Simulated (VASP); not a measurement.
Set up this calculation in VASP 6.6.1, as the native input.

| Property | Result |
| --- | --- |
| Task | relaxation of cell and atoms |
| Functional | PBE |
| Potentials or basis | VASP PAW PBE potentials, release 64 (Ba_sv, S) |
| Cutoff | 600 eV |
| k mesh | 4 × 4 × 2 |
| Occupations | gaussian, width 0.1 eV |
| Spin | no spin polarisation |
| Dipole correction | no |
| Further INCAR settings | ALGO = Normal; EDIFF = 1e-07; IBRION = 2; EDIFFG = -0.04; NSW = 90; ISIF = 3 |

The structure of BaS4 lies in POSCAR:

```
BaS4
1.0
    5.3300896800      0.0000000000      0.0000000000
    0.0000000000      5.3300896800      0.0000000000
    0.0000000000      0.0000000000      7.5378851100
Ba S
1 4
Direct
    0.0000000000      0.0000000000      0.0000000000
    0.5000000000      0.0000000000      0.2500000000
    0.0000000000      0.5000000000      0.7500000000
    0.5000000000      0.0000000000      0.7500000000
    0.0000000000      0.5000000000      0.2500000000
```

This cell differs from its parent crystal: atoms taken out.

The input as run:

INCAR

```
SYSTEM = BaS4
ALGO = Normal
EDIFF = 1E-7
EDIFFG = -0.04
ENCUT = 600
GGA = PE
IBRION = 2
ISIF = 3
ISMEAR = 0
LASPH = .True.
LCHARG = .False.
LREAL = .False.
LWAVE = .False.
NELM = 100
NSW = 90
PREC = Accurate
SIGMA = 0.1
```

KPOINTS

```
k-points
0
Gamma
  4 4 2
  0 0 0
```

Potentials or basis: VASP PAW PBE potentials, release 64 (Ba_sv, S).

Run with:

```bash
$ cat potpaw_PBE.64/Ba_sv/POTCAR potpaw_PBE.64/S/POTCAR > POTCAR
$ mpirun -np 1 vasp_std > vasp.out
```

Results of the run:

| Quantity | Value |
| --- | --- |
| Relaxed volume | 32.22 Å³/atom |
| Relaxed cell | a = 5.388 Å, b = 5.388 Å, c = 5.549 Å, α = 90.00°, β = 90.00°, γ = 90.00° |
| Space group after relaxing (to 0.1 Å) | P4/mmm (No. 123) |
| Energy gained by relaxing | 1321.8 meV/atom |
| Ionic steps | 33 |
| Pressure after relaxing | 0.0 GPa |
| Largest force after relaxing | 0.009 eV/Å |
| Band gap on the k mesh | zero (bands 17 and 18 overlap by 0.65 eV) |

Caveat: the k points lie up to 0.57 Å⁻¹ apart in the final cell, too coarse for converged energies and pressures of a metal; the cell differs from its parent crystal (atoms taken out); the volume moved by over 15 % at a fixed basis, so the end points are rough; spin-orbit coupling is left out, which moves the levels of the heavy elements.

Run time: 22 min on 1 thread of AMD EPYC 7R13 Processor (Zen 3) (shared host), peak memory 0.4 GiB.
